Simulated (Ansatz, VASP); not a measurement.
Sn in VASP and in Ansatz

The input INCAR:

```
PREC = Accurate
ENCUT = 520
EDIFF = 1E-6
ISMEAR = -1
SIGMA = 0.08
LREAL = False
LASPH = True
NELM = 60
ALGO = Normal
ISIF = 2
LWAVE = False
LCHARG = False
GGA = PE
NBANDS = 21
```

KPOINTS

```
Automatic mesh
0
Gamma
  10 10 10
```

Contents of POSCAR:

```
Sn
1.0
    0.0000000000      3.0639439954      3.0639439954
    3.0639439954      0.0000000000      3.0639439954
    3.0639439954      3.0639439954      0.0000000000
Sn
2
Direct
   -0.1250000000     -0.1250000000     -0.1250000000
    0.1250000000      0.1250000000      0.1250000000
```

Input for Ansatz:

```yaml
crystal:
  lattice:
    - [0.0, 3.0639439954, 3.0639439954]
    - [3.0639439954, 0.0, 3.0639439954]
    - [3.0639439954, 3.0639439954, 0.0]
  atoms:
    - { symbol: Sn, position: [-0.125, -0.125, -0.125] }
    - { symbol: Sn, position: [0.125, 0.125, 0.125] }
kpoints:
  mp_grid: { grid: [10, 10, 10] }
scf:
  occupations: { method: fermi_dirac, width: 0.08 }
hamiltonian:
  xc: pbe
  pseudopotentials: { kind: all_electron, lapw: { basis_error: 0.001 } }
output:
  forces: true
  stress: true
  eigenvalues: true
  populations: true
```

Change from the starting cell: volume scaled by 0.78, LAPW.

Alike in both runs: task single point; functional PBE; k mesh 10 × 10 × 10; occupations fermi-dirac, width 0.08 eV; no spin polarisation.

```csv
,VASP,Ansatz
version,VASP 6.6.1,Ansatz 0.2.0
potentials or method,"VASP PAW PBE potentials, release 64 (Sn_d), cutoff 520 eV","all-electron LAPW, scalar-relativistic"
```

|  | VASP | Ansatz | Ansatz less VASP |
| --- | --- | --- | --- |
| pressure (GPa) | 16.1 | 16.1 | +0.07 |

Ansatz ran all-electron here, and VASP with PAW potentials.
